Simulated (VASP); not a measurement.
Runs of VASP 6.6.1 on Pt. The structure is that of space group Fm-3m (No. 225), or close to it. The cells are those of the table. 

```csv
task,level,cell,cutoff (eV),gap on the mesh (eV),pressure (GPa),relaxed volume (Å³/atom)
relaxation of cell and atoms,r2SCAN+D4,"relaxed from a = 2.773 Å, angles 60.0°, 1 atom",600,none,0.0,15.20
single point,PBE,"a = 2.807 Å, angles 60.0°, 1 atom",520,none,-0.5,-
relaxation of cell and atoms,PBE,"relaxed from a = 2.773 Å, angles 60.0°, 1 atom",600,none,-0.3,15.62
single point,RPBE,"a = 2.823 Å, angles 60.0°, 1 atom",520,none,-0.5,-
single point,r2SCAN+D4,"a = 2.778 Å, angles 60.0°, 1 atom",520,none,(a),-
relaxation of cell and atoms,RPBE,"relaxed from a = 2.773 Å, angles 60.0°, 1 atom",600,none,-0.1,15.87
relaxation of cell and atoms,PBE+D4,"relaxed from a = 2.773 Å, angles 60.0°, 1 atom",600,none,0.0,(b)
single point,PBE+D4,"a = 2.781 Å, angles 60.0°, 1 atom",520,none,-0.5,-
```

Alike in all rows: potentials or basis VASP PAW PBE potentials, release 64 (Pt); no spin polarisation; k mesh 13 × 13 × 13; smearing methfessel-paxton 0.1 eV.

Problem. Estimate the missing entries.

Solution. (a) 0.7; (b) 15.18.

Caveats: spin-orbit coupling is left out, which moves the levels of the heavy elements; the PAW data sets were made with another functional, which shifts forces and pressure a little (some runs); pairwise dispersion overbinds metals, which lowers pressure and volume (some runs).

A k mesh can miss the band edges, and the runs leave out spin-orbit coupling on Pt.

A gap of «none» marks levels without a gap at the run's occupations.
